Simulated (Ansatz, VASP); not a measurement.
TaAs in VASP and in Ansatz

INCAR

```
PREC = Accurate ; ENCUT = 520
EDIFF = 1E-6 ; ISMEAR = -1
SIGMA = 0.02 ; LREAL = False
LASPH = True ; NELM = 60
ALGO = Normal ; ISIF = 2
LWAVE = False ; LCHARG = False
GGA = PE ; NBANDS = 24
```

KPOINTS

```
Automatic mesh
0
Gamma
  8 8 8
```

The input POSCAR:

```
TaAs
1.0
   -1.7308657351      1.7308657351      5.8732723510
    1.7308657351     -1.7308657351      5.8732723510
    1.7308657351      1.7308657351     -5.8732723510
Ta As
2 2
Direct
    0.5001644894      1.0001644894      0.5000000000
    0.7501644894      0.7501644894      0.0000000000
    0.0824349306      0.5824349306      0.5000000000
    0.3324349306      0.3324349306      0.0000000000
```

Input for Ansatz:

```yaml
crystal:
  lattice:
    - [-1.7308657351, 1.7308657351, 5.873272351]
    - [1.7308657351, -1.7308657351, 5.873272351]
    - [1.7308657351, 1.7308657351, -5.873272351]
  atoms:
    - { symbol: Ta, position: [0.5001644894, 1.0001644894, 0.5] }
    - { symbol: Ta, position: [0.7501644894, 0.7501644894, 0.0] }
    - { symbol: As, position: [0.0824349306, 0.5824349306, 0.5] }
    - { symbol: As, position: [0.3324349306, 0.3324349306, 0.0] }
kpoints:
  mp_grid: { grid: [8, 8, 8] }
hamiltonian:
  xc: pbe
scf:
  occupations: { method: fermi_dirac, width: 0.02 }
  n_extra_bands: 5
output:
  forces: true
  stress: true
  eigenvalues: true
```

Alike in both runs: task single point; functional PBE; k mesh 8 × 8 × 8; occupations fermi-dirac, width 0.02 eV; no spin polarisation.

```csv
,VASP,Ansatz
version,VASP 6.6.1,Ansatz 0.2.0
potentials or method,"VASP PAW PBE potentials, release 64 (Ta_pv, As)","plane waves, PAW"
plane-wave cutoff (eV),520,420
valence electrons in the cell,32,56
```

|  | VASP | Ansatz | Ansatz less VASP |
| --- | --- | --- | --- |
| pressure (GPa) | 0.5 | 0.0 | -0.43 |
| traceless stress, the component that is largest in VASP (GPa) | -0.02 | 0.05 | +0.069 |

With one functional, cell and mesh, what is left measures potentials, basis and numerics. VASP's potentials hold 32 valence electrons a cell and Ansatz's 56, so a difference there can come from the potentials and not from the codes.

Neither program's run includes spin-orbit coupling.
